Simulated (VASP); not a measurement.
A run of VASP 6.6.1 is set up as follows.

Contents of INCAR:

```
SYSTEM = In2S
PREC     = Accurate       ! precision mode
ENCUT    = 520            ! plane-wave cutoff, eV
EDIFF    = 1E-6           ! SCF threshold, eV
ISMEAR   = 0              ! smearing method
SIGMA    = 0.1            ! smearing width, eV
LREAL    = .FALSE.        ! projectors in reciprocal space
LASPH    = .TRUE.         ! aspherical terms in the spheres
NELM     = 80             ! most SCF steps
ALGO     = Normal         ! electronic algorithm
ISIF     = 2              ! what is computed and relaxed
LWAVE    = .FALSE.        ! write WAVECAR
LCHARG   = .FALSE.        ! write CHGCAR
LDIPOL   = .TRUE.       
IDIPOL   = 3            
DIPOL    = 0.5 0.5 0.500
GGA      = PE             ! functional
NBANDS   = 23             ! bands
```

The input KPOINTS:

```
Automatic mesh
0
G
  3 3 1
  0 0 0
```

POSCAR

```
In2S
1.0
    6.6233300000      0.0000000000      0.0000000000
   -3.3116650000      5.7359720000      0.0000000000
    0.0000000000      0.0000000000     14.0000000000
In S
2 1
Direct
    0.3333333300      0.6666666700      0.5000000000
    0.6666666700      0.3333333300      0.5000000000
    0.0000000000      0.0000000000      0.5000000000
```

Potentials or basis: VASP PAW PBE potentials, release 64 (In_d, S).

The run is started by

```sh
$ cat potpaw_PBE.64/In_d/POTCAR potpaw_PBE.64/S/POTCAR > POTCAR
$ mpirun -np 1 vasp_std > vasp.out
```

(1) What does it give for the band gap on the k mesh?

Results:

(1) 0.38 eV, direct.

Caveat: spin-orbit coupling is left out, which moves the levels of the heavy elements.
